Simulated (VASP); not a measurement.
Wanted: the native input for a VASP 6.6.1 run.

* Task: single point
* Functional: PBE
* Potentials or basis: VASP PAW PBE potentials, release 64 (K_sv, Ge_d)
* Cutoff: 620 eV
* k mesh: 10 × 10 × 8
* Occupations: gaussian, width 0.1 eV
* Spin: no spin polarisation
* Dipole correction: no
* Second try: not_converged
* Further INCAR settings: ALGO = All; EDIFF = 1e-06; NBANDS = 23

The structure of K2Ge lies in POSCAR:

```
K2Ge
1.0
    5.3324646649      0.0000000000      0.0000000000
    0.0000000000      5.3324646649      0.0000000000
    0.0000000000      0.0000000000      6.1617541009
K Ge
2 1
Direct
    0.5000000000      0.5000000000      0.5000000000
    0.0000000000      0.0000000000      0.5000000000
    0.0000000000      0.0000000000      0.0000000000
```

The cell was generated, and may not be a known phase.

These files were run (other wordings do the same):

INCAR

```
SYSTEM = K2Ge
  PREC = Accurate
  ENCUT = 620
  EDIFF = 1E-6
  ISMEAR = 0
  SIGMA = 0.1
  LREAL = .FALSE.
  LASPH = .TRUE.
  NELM = 300
  ALGO = All
  ISIF = 2
  LWAVE = .FALSE.
  LCHARG = .FALSE.
  GGA = PE
  NBANDS = 23
  GGA_COMPAT = .FALSE.
  ISEARCH = 1
  KPAR = 4
```

KPOINTS

```
Automatic mesh
0
G
  10 10 8
  0 0 0
```

Potentials or basis: VASP PAW PBE potentials, release 64 (K_sv, Ge_d).

Launch:

```bash
$ cat potpaw_PBE.64/K_sv/POTCAR potpaw_PBE.64/Ge_d/POTCAR > POTCAR
$ mpirun -np 4 vasp_std > vasp.out
```

It gave:

```yaml
Pressure: 0.0 GPa
Band_gap_on_the_k_mesh: zero (bands 16 and 17 overlap by 0.92 eV)
```

Wall time 74 s on 4 MPI ranks on Intel(R) Xeon(R) 6975P-C (Granite Rapids) (shared host), peak memory 1.1 GiB a rank.
